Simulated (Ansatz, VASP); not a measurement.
## MnGa3 in VASP and in Ansatz

```
CELL_PARAMETERS angstrom
0.00000 3.14914 3.14914
3.14914 0.00000 3.14914
3.14914 3.14914 0.00000
ATOMIC_POSITIONS crystal
Ga 0.25000 0.25000 0.25000
Ga 0.75000 0.75000 0.75000
Ga 0.50000 0.50000 0.50000
Mn 0.00000 0.00000 0.00000
```

Alike in both runs: functional PBEsol; k mesh 6 × 6 × 6; occupations gaussian, width 0.1 eV; collinear spin.

Ansatz relaxed the structure, and its values are those at the end. VASP's run is a single point on that final structure, the one shown.

|  | VASP | Ansatz |
| --- | --- | --- |
| version | VASP 6.6.1 | Ansatz 0.2.0 |
| potentials or method | VASP PAW PBE potentials, release 64 (Ga_d, Mn_pv), cutoff 520 eV | scalar-relativistic, plane waves, PAW |
| valence electrons in the cell | 52 | 54 |

Ansatz gave:

| Item | Value |
| --- | --- |
| gap on the k mesh at the Fermi level (eV) | none |
| pressure (GPa) | 0.2 |
| net moment per atom (μB) | 0.78 |
| size of the moment on the site where the two differ most (μB) | 3.18 |

Which values does VASP return?

gap on the k mesh at the Fermi level (eV): none; pressure (GPa): 0.2; net moment per atom (μB): 0.78; size of the moment on the site where the two differ most (μB): 3.16.

VASP's potentials were made for PBE, not for PBEsol. Site moments also hang on the region over which each program counts them. A gap of «none» marks a metal or a gap that the smearing closes. The functional is the same, so the differences come from potentials, cutoffs and numerics. VASP's potentials hold 52 valence electrons a cell and Ansatz's 54, so a difference there can come from the potentials and not from the codes.
